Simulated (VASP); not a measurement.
Input of a VASP 6.6.1 run:

Contents of INCAR:

```
SYSTEM = Ti
PREC     = Accurate       ! precision mode
ENCUT    = 520            ! plane-wave cutoff, eV
EDIFF    = 1E-6           ! SCF threshold, eV
ISMEAR   = -1             ! smearing method
SIGMA    = 0.05           ! smearing width, eV
LREAL    = .False.        ! projectors in reciprocal space
LASPH    = .True.         ! aspherical terms in the spheres
NELM     = 60             ! most SCF steps
ALGO     = Normal         ! electronic algorithm
ISIF     = 2              ! what is computed and relaxed
LWAVE    = .False.        ! write WAVECAR
LCHARG   = .True.         ! write CHGCAR
GGA      = PS             ! functional
LELF     = .True.         ! ELF
LVHAR    = .True.       
NBANDS   = 12             ! bands
```

The input KPOINTS:

```
regular mesh
0
Gamma
  17 17 17
  0 0 0
```

File POSCAR:

```
Ti
1.0
    0.0000000000      1.9638478234      1.9638478234
    1.9638478234      0.0000000000      1.9638478234
    1.9638478234      1.9638478234      0.0000000000
Ti
1
Direct
    0.0000000000      0.0000000000      0.0000000000
```

Potentials or basis: VASP PAW PBE potentials, release 64 (Ti_sv).

Launch:

```sh
$ cat potpaw_PBE.64/Ti_sv/POTCAR > POTCAR
$ mpirun -np 1 vasp_std > vasp.out
```

Predict the band gap on the k mesh.

zero (band 6 reaches 10.57 eV, above the bottom of band 7 at 9.10 eV).

What does it give for the pressure?

12.5 GPa.

Caveat: the PAW data sets were made with another functional, which shifts forces and pressure a little.
